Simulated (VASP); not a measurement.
# SrAgI3 (P4/mmm) in VASP: notebook

The runs below take SrAgI3 through relaxation of cell and atoms, single point, with PBE.

All numbers are computed with VASP 6.6.1; they aren't measurements. Logs are shortened: lines on timing, memory, paths and dates and some standing lists are left out, and cuts for length are marked.

### 1 The cell of the first run

Symmetry: P4/mmm, No. 123, tetragonal system. The conventional cell has a = 5.407 Å, b = 5.407 Å, c = 7.370 Å, α = 90.00°, β = 90.00°, γ = 90.00°. Sr (site symmetry 4/mmm) has 2 Ag at 3.68 Å and 12 I at 3.82 to 4.57 Å within 4.8 Å. Within 3.7 Å of Ag (site symmetry 4/mmm) lie 4 I at 2.70 Å and 2 Sr at 3.68 Å. I (site symmetry 4/mmm) has 4 Sr at 3.82 Å and 8 I at 4.57 Å within 5.0 Å. Within 3.6 Å of I (site symmetry mmm) lie 2 Ag at 2.70 Å.

The cell was generated, and may not be a known phase.

### 2 Relaxation of cell and atoms, PBE

Contents of INCAR:

```
ALGO = Normal
EDIFF = 1E-6
EDIFFG = -0.04
ENCUT = 600
GGA = PE
IBRION = 2
ISIF = 3
ISMEAR = 0
LASPH = T
LCHARG = F
LREAL = F
LWAVE = F
NELM = 60
NSW = 90
PREC = Accurate
SIGMA = 0.1
```

Contents of KPOINTS:

```
k-points
0
Gamma
  4 4 4
```

Contents of POSCAR:

```
SrAgI3
1.0
    5.4065827300      0.0000000000      0.0000000000
    0.0000000000      5.4065827300      0.0000000000
    0.0000000000      0.0000000000      7.3696452300
Sr Ag I
1 1 3
Direct
    0.0000000000      0.0000000000      0.5000000000
    0.0000000000      0.0000000000      0.0000000000
    0.5000000000      0.5000000000      0.5000000000
    0.5000000000      0.0000000000      0.0000000000
    0.0000000000      0.5000000000      0.0000000000
```

Potentials or basis: VASP PAW PBE potentials, release 64 (Sr_sv, Ag, I).

Command:

```console
cat potpaw_PBE.64/Sr_sv/POTCAR potpaw_PBE.64/Ag/POTCAR potpaw_PBE.64/I/POTCAR > POTCAR
mpirun -np 1 vasp_std > vasp.out
```

OUTCAR:

```text
EDIFF = 1E-6
   EDIFFG = -0.04
   ENCUT = 600
   GGA = PE
   IBRION = 2
   ISIF = 3
   ISMEAR = 0
   LASPH = T
   LREAL = F
   NELM = 60
   NSW = 90
   PREC = Accurate

 ion  position               nearest neighbor table
   1  0.000  0.000  0.500-   2 3.68   2 3.68   3 3.82   3 3.82   3 3.82   3 3.82
   2  0.000  0.000  0.000-   4 2.70   5 2.70   5 2.70   4 2.70   1 3.68   1 3.68
   3  0.500  0.500  0.500-   1 3.82   1 3.82   1 3.82   1 3.82
   4  0.500  0.000  0.000-   2 2.70   2 2.70
   5  0.000  0.500  0.000-   2 2.70   2 2.70

  LATTYP: Found a simple tetragonal cell.
 ALAT       =     5.4065827300
 C/A-ratio  =     1.3630874802

  Lattice vectors:

 A1 = (   5.4065827300,   0.0000000000,   0.0000000000)
 A2 = (   0.0000000000,   5.4065827300,   0.0000000000)
 A3 = (   0.0000000000,   0.0000000000,   7.3696452300)

Analysis of symmetry for initial positions (statically):
=====================================================================
 Subroutine PRICEL returns:
 Original cell was already a primitive cell.

 Routine SETGRP: Setting up the symmetry group for a
 simple tetragonal supercell.

 Subroutine GETGRP returns: Found 16 space group operations
 (whereof 16 operations were pure point group operations)
 out of a pool of 16 trial point group operations.

The static configuration has the point symmetry D_4h.

Analysis of symmetry for dynamics (positions and initial velocities):
=====================================================================
 Subroutine PRICEL returns:
 Original cell was already a primitive cell.

 Routine SETGRP: Setting up the symmetry group for a
 simple tetragonal supercell.

 Subroutine GETGRP returns: Found 16 space group operations
 (whereof 16 operations were pure point group operations)
 out of a pool of 16 trial point group operations.

The dynamic configuration has the point symmetry D_4h.

 Subroutine INISYM returns: Found 16 space group operations
 (whereof 16 operations are pure point group operations),
 and found     1 'primitive' translations

----------------------------------------------------------------------------------------

                                     Primitive cell

  volume of cell :     215.4231

  direct lattice vectors                    reciprocal lattice vectors
     5.406582730  0.000000000  0.000000000     0.184959715  0.000000000  0.000000000
     0.000000000  5.406582730  0.000000000     0.000000000  0.184959715  0.000000000
     0.000000000  0.000000000  7.369645230     0.000000000  0.000000000  0.135691742

  length of vectors
     5.406582730  5.406582730  7.369645230     0.184959715  0.184959715  0.135691742

  position of ions in fractional coordinates (direct lattice)
     0.000000000  0.000000000  0.500000000
     0.000000000  0.000000000  0.000000000
     0.500000000  0.500000000  0.500000000
[... 72 lines left out ...]
   LASPH  =      T    aspherical Exc in radial PAW
   ENCUT  =  600.0 eV  44.10 Ry    6.64 a.u.  10.80 10.80 14.72*2*pi/ulx,y,z
   NELM   =     60;   NELMIN=  2; NELMDL= -5     # of ELM steps
   EDIFF  = 0.1E-05   stopping-criterion for ELM
   LREAL  =      F    real-space projection
   EDIFFG = -.4E-01   stopping-criterion for IOM
   NSW    =     90    number of steps for IOM
   IBRION =      2    ionic relax: 0-MD 1-quasi-New 2-CG
   NFREE  =      1    steps in history (QN), initial steepest desc. (CG)
   ISIF   =      3    stress and relaxation
   ISYM   =      2    0-nonsym 1-usesym 2-fastsym
   POTIM  = 0.5000    time-step for ionic-motion
   TEBEG  =    0.0;   TEEND  =   0.0 temperature during run
   PSTRESS=    0.0 pullay stress
   NELECT =      42.0000    total number of electrons
   NUPDOWN=      -1.0000    fix difference up-down
   EMIN   =  10.00;   EMAX   =-10.00  energy-range for DOS
   EFERMI =   0.00;   METHOD = LEGACY
   ISMEAR =     0;   SIGMA  =   0.10  broadening in eV -4-tet -1-fermi 0-gaus
   EFERMI_NEDOS =   21; number of points for ismear=-14 and -15
   IALGO  =     38    algorithm
   IMIX   =      4    mixing-type and parameters
     AMIX     =   0.40;   BMIX     =  1.00
     AMIX_MAG =   1.60;   BMIX_MAG =  1.00
  volume/ion in A,a.u.               =      43.08       290.75
  Fermi-wavevector in a.u.,A,eV,Ry     =   0.949279  1.793877 12.260624  0.901130
  Thomas-Fermi vector in A             =   2.077547
   LORBIT       =      0    0 simple, 1 ext, 2 COOP (PROOUT), +10 PAW based schemes
   GGA     = PE    functional components
   LHFCALC =     F    Hartree Fock is set to
   AEXX    =    0.0000 exact exchange contribution
   IVDW    =     0    specifies the selected vdW correction
   LEPSILON=     F    determine dielectric tensor
   LRPA    =     F    only Hartree local field effects (RPA)
 conjugate gradient relaxation of ions
 non-spin polarized calculation
 Gauss-broadening in eV      SIGMA  =   0.10
  energy-cutoff  :      600.00
  volume of cell :      215.42
 maximum number of plane-waves:      7224
 NGX is ok and might be reduce to    48
   NGX = 21   NGY = 21   NGZ = 29

--------------------------------------- Ionic step        1  -------------------------------------------

 number of electron      42.0000001 magnetization

 Free energy of the ion-electron system (eV)
  ---------------------------------------------------
  ext. energy  EPLUGINS =         0.00000000
  ---------------------------------------------------
  free energy    TOTEN  =       -11.91027297 eV

  energy without entropy =      -11.91020899  energy(sigma->0) =      -11.91024098

------------------------ aborting loop because EDIFF is reached ----------------------------------------

  FORCE on cell =-STRESS in cart. coord.  units (eV):
  Direction    XX          YY          ZZ          XY          YZ          ZX
  --------------------------------------------------------------------------------------
  -------------------------------------------------------------------------------------
  Total        2.6469048      2.6469048     -2.8274167      0.0000000     -0.0000000      0.0000000
  in kB       19.6859607     19.6859607    -21.0284912      0.0000000     -0.0000000      0.0000000
  external PRESSURE =       6.1144767 kB  Pullay stress =       0.0000000 kB
[... 260 lines left out ...]
--------------------------------------- Ionic step        8  -------------------------------------------

 number of electron      42.0000000 magnetization

 Free energy of the ion-electron system (eV)
  ---------------------------------------------------
  ext. energy  EPLUGINS =         0.00000000
  ---------------------------------------------------
  free energy    TOTEN  =       -12.11101734 eV

  energy without entropy =      -12.10997487  energy(sigma->0) =      -12.11049611

 E-fermi :   3.0094     XC(G=0):  -8.0001

 val. band max:        2.9350927604   @ k =   0.5000   0.5000   0.5000
 cond. band min:       3.0829021671   @ k =   0.0000   0.0000   0.5000
 fundamental gap:      0.1478094067
 Fermi energy:         3.0094242243

 k-point     1 :       0.0000    0.0000    0.0000
  band No.  band energies     occupation
      1     -34.5366      2.00000
      2     -16.4562      2.00000
      3     -16.4169      2.00000
      4     -16.4169      2.00000
      5      -9.8397      2.00000
      6      -9.0905      2.00000
[... 525 lines left out ...]
  FREE ENERGIE OF THE ION-ELECTRON SYSTEM (eV)
  ---------------------------------------------------
  free  energy   TOTEN  =       -12.1110173443 eV

  energy  without entropy=      -12.1099748727  energy(sigma->0) =      -12.11049611

 reached required accuracy - stopping structural energy minimisation
```

CONTCAR:

```text
SrAgI3
   1.00000000000000
     5.5205780878055801   -0.0000000000000000    0.0000000000000000
    -0.0000000000000000    5.5205780878055801   -0.0000000000000000
    -0.0000000000000000   -0.0000000000000000    6.7109855936619125
  Sr              Ag              I
     1     1     3
Direct
     0.0000000000000000    0.0000000000000000    0.5000000000000000
     0.0000000000000000    0.0000000000000000    0.0000000000000000
     0.5000000000000000    0.5000000000000000    0.5000000000000000
     0.5000000000000000    0.0000000000000000    0.0000000000000000
     0.0000000000000000    0.5000000000000000    1.0000000000000000

  0.00000000E+00  0.00000000E+00  0.00000000E+00
  0.00000000E+00  0.00000000E+00  0.00000000E+00
  0.00000000E+00  0.00000000E+00  0.00000000E+00
  0.00000000E+00  0.00000000E+00  0.00000000E+00
  0.00000000E+00  0.00000000E+00  0.00000000E+00
```

It took 11 min on 1 thread of Intel Xeon Platinum 8259CL at 2.50GHz (Skylake/Cascade Lake), shared host; peak memory 0.49 GiB.

Results:

| Item | Value |
| --- | --- |
| Free energy | -12.1110 eV |
| Relaxed volume | 40.91 Å³/atom |
| Relaxed cell | a = 5.521 Å, b = 5.521 Å, c = 6.711 Å, α = 90.00°, β = 90.00°, γ = 90.00° |
| Space group after relaxing (to 0.1 Å) | P4/mmm (No. 123) |
| Energy gained by relaxing | 40.1 meV/atom |
| Ionic steps | 8 |
| Pressure after relaxing | 0.0 GPa |
| Band gap on the k mesh | zero (bands 21 and 22 overlap by 1.44 eV) |

The path:
```
step  energy change (eV)  largest force (eV/Å)  pressure (GPa)  volume (Å³)
   1              0.0000                0.0000            0.61       215.42
   2             -0.1210                0.0000           -0.76       220.39
   3             -0.1254                0.0000           -1.00       221.42
   4             -0.1770                0.0000           -0.64       213.79
   5             -0.1993                0.0000           -0.22       206.75
   6             -0.2002                0.0000           -0.10       204.97
   7             -0.2002                0.0000           -0.12       205.30
   8             -0.2007                0.0000            0.03       204.53
```

Final structure:
```xyz
5
Lattice="5.5206 0.0000 0.0000 0.0000 5.5206 0.0000 0.0000 0.0000 6.7110" Properties=species:S:1:pos:R:3 pbc="T T T"
Sr    0.0000    0.0000    3.3555
Ag    0.0000    0.0000    0.0000
I     2.7603    2.7603    3.3555
I     2.7603    0.0000    0.0000
I     0.0000    2.7603    6.7110
```

Levels at points of the mesh, in eV from the Fermi level:
| k point | band 18 | band 19 | band 20 | band 21 | band 22 | band 23 | band 24 | band 25 |
| --- | --- | --- | --- | --- | --- | --- | --- | --- |
| (0.00, 0.00, 0.00) | -1.76 | -0.97 | -0.94 | -0.94 | -0.64 | 1.17 | 1.68 | 2.53 |
| (0.50, 0.00, 0.00) | -2.41 | -1.90 | -1.18 | -0.94 | 2.43 | 2.70 | 2.88 | 2.99 |
| (0.50, 0.50, 0.00) | -1.92 | -1.68 | -0.23 | 0.80 | 1.72 | 2.09 | 2.83 | 3.08 |
| (0.00, 0.00, 0.50) | -1.92 | -1.69 | -1.05 | -1.05 | 0.07 | 1.69 | 1.86 | 2.27 |
| (0.50, 0.00, 0.50) | -1.91 | -1.63 | -1.39 | -1.01 | 1.10 | 2.53 | 3.00 | 3.05 |
| (0.50, 0.50, 0.50) | -1.20 | -0.94 | -0.22 | -0.07 | 0.82 | 2.12 | 2.12 | 2.44 |

Caveat: spin-orbit coupling is left out, which moves the levels of the heavy elements.

### 3 Single point, PBE

This run uses another cell than the first one, of 40.94 Å³/atom.

Contents of INCAR:

```
SYSTEM = SrAgI3
PREC = Accurate
ENCUT = 520
EDIFF = 1E-7
ISMEAR = 0
SIGMA = 0.1
LREAL = .FALSE.
LASPH = .TRUE.
NELM = 60
ALGO = Normal
ISIF = 2
LWAVE = .FALSE.
LCHARG = .FALSE.
GGA = PE
NBANDS = 29
```

Contents of KPOINTS:

```
regular mesh
0
G
  8 8 6
  0 0 0
```

POSCAR: that of step 2 with these lines changed.

```diff
@@ -2,5 +2,5 @@
 1.0
-    5.4065827300      0.0000000000      0.0000000000
-    0.0000000000      5.4065827300      0.0000000000
-    0.0000000000      0.0000000000      7.3696452300
+    5.5259001366      0.0000000000      0.0000000000
+    0.0000000000      5.5259001366      0.0000000000
+    0.0000000000      0.0000000000      6.7037383915
 Sr Ag I
```

Potentials or basis: VASP PAW PBE potentials, release 64 (Sr_sv, Ag, I).

Command:

```console
cat potpaw_PBE.64/Sr_sv/POTCAR potpaw_PBE.64/Ag/POTCAR potpaw_PBE.64/I/POTCAR > POTCAR
mpirun -np 1 vasp_std > vasp.out
```

It took 7.7 min on 1 thread of Intel Xeon Platinum 8259CL at 2.50GHz (Skylake/Cascade Lake), shared host; peak memory 0.53 GiB.

It converged, with:

```
Free energy            : -12.0531 eV
Pressure               : 0.0 GPa
Band gap on the k mesh : zero (bands 21 and 22 overlap by 1.42 eV)
```

Levels at points of the mesh, in eV from the Fermi level:
| k point | band 17 | band 18 | band 19 | band 20 | band 21 | band 22 | band 23 | band 24 | band 25 | band 26 |
| --- | --- | --- | --- | --- | --- | --- | --- | --- | --- | --- |
| (0.00, 0.00, 0.00) | -2.33 | -2.01 | -1.19 | -1.19 | -1.18 | -0.89 | 0.95 | 1.48 | 2.33 | 2.34 |
| (0.50, 0.00, 0.00) | -2.67 | -2.62 | -2.15 | -1.42 | -1.17 | 2.19 | 2.49 | 2.66 | 2.74 | 2.78 |
| (0.50, 0.50, 0.00) | -2.16 | -2.16 | -1.89 | -0.48 | 0.53 | 1.49 | 1.88 | 2.62 | 2.86 | 2.92 |
| (0.00, 0.00, 0.50) | -2.36 | -2.16 | -1.90 | -1.30 | -1.30 | -0.18 | 1.48 | 1.64 | 2.06 | 2.34 |
| (0.50, 0.00, 0.50) | -2.51 | -2.16 | -1.85 | -1.64 | -1.23 | 0.87 | 2.32 | 2.79 | 2.84 | 3.44 |
| (0.50, 0.50, 0.50) | -1.43 | -1.43 | -1.16 | -0.48 | -0.30 | 0.55 | 1.90 | 1.90 | 2.23 | 2.49 |

Caveat: spin-orbit coupling is left out, which moves the levels of the heavy elements.

The gap in the log of VASP goes by the Fermi energy; the results here count the filled bands.